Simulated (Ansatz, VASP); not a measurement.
## One calculation of Ir, two programs

INCAR

```
SYSTEM = Ir
ALGO = Fast
EDIFF = 1E-6
ENCUT = 520
GGA = PE
ISIF = 2
ISMEAR = 0
LASPH = .TRUE.
LCHARG = .TRUE.
LELF = .TRUE.
LREAL = .FALSE.
LVHAR = .TRUE.
LWAVE = .FALSE.
NBANDS = 10
NELM = 80
PREC = Accurate
SIGMA = 0.1
```

KPOINTS

```
k-points
0
G
  8 8 8
  0 0 0
```

POSCAR

```
Ir
1.0
   -1.5788553348      1.5788553348      1.5788553348
    1.5788553348     -1.5788553348      1.5788553348
    1.5788553348      1.5788553348     -1.5788553348
Ir
1
Direct
    0.0000000000      0.0000000000      0.0000000000
```

Input for Ansatz:

```yaml
crystal:
  lattice:
    - [-1.5788553348, 1.5788553348, 1.5788553348]
    - [1.5788553348, -1.5788553348, 1.5788553348]
    - [1.5788553348, 1.5788553348, -1.5788553348]
  atoms:
    - { symbol: Ir, position: [0.0, 0.0, 0.0] }
basis:
  ecutwfc: 420
kpoints:
  mp_grid: { grid: [8, 8, 8] }
hamiltonian:
  xc: pbe
scf:
  occupations: { method: gaussian, width: 0.1 }
  lower_state_search: "off"
output:
  forces: true
  stress: true
  eigenvalues: true
```

Alike in both runs: task single point; functional PBE; k mesh 8 × 8 × 8; occupations gaussian, width 0.1 eV; no spin polarisation.

```csv
,VASP,Ansatz
version,VASP 6.6.1,Ansatz 0.2.0
potentials or method,"VASP PAW PBE potentials, release 64 (Ir), cutoff 520 eV","scalar-relativistic, plane waves, PAW"
valence electrons in the cell,9,17
```

Ansatz gave:

| Item | Value |
| --- | --- |
| gap on the k mesh at the Fermi level (eV) | none |
| pressure (GPa) | -12.0 |

Question: Which values does VASP return?

Answer: gap on the k mesh at the Fermi level (eV): none; pressure (GPa): -11.9.

A gap of «none» marks a metal or a gap that the smearing closes. VASP's potentials hold 9 valence electrons a cell and Ansatz's 17, so a difference there can come from the potentials and not from the codes.

Spin-orbit coupling is off throughout.
